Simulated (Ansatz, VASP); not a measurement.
**TiN in VASP and in Ansatz**

```
Ti N
1.0
     0.00000    2.08630    2.08630
     2.08630    0.00000    2.08630
     2.08630    2.08630    0.00000
Ti N
1 1
Cartesian
  0.0000 0.0000 0.0000
  2.0863 2.0863 2.0863
```

Alike in both runs: functional LDA; k mesh 8 × 8 × 8; occupations gaussian, width 0.1 eV; no spin polarisation.

Ansatz relaxed the structure, and its values are those at the end. VASP's run is a single point on that final structure, the one shown.

|  | VASP | Ansatz |
| --- | --- | --- |
| version | VASP 6.6.1 | Ansatz 0.2.0 |
| potentials or method | VASP PAW LDA potentials, release 64 (Ti_sv, N), cutoff 520 eV | scalar-relativistic, plane waves, PAW |
| valence electrons in the cell | 17 | 17 |

|  | VASP | Ansatz | Ansatz less VASP |
| --- | --- | --- | --- |
| gap on the k mesh at the Fermi level (eV) | none | none | - |
| pressure (GPa) | 1.1 | 0.0 | -1.03 |

Ansatz warns that its potentials were made for another functional, while VASP's fit it. LDA's correlation is that of Perdew and Zunger in VASP and of Perdew and Wang (1992) in Ansatz. A gap of «none» marks a metal or a gap that the smearing closes.
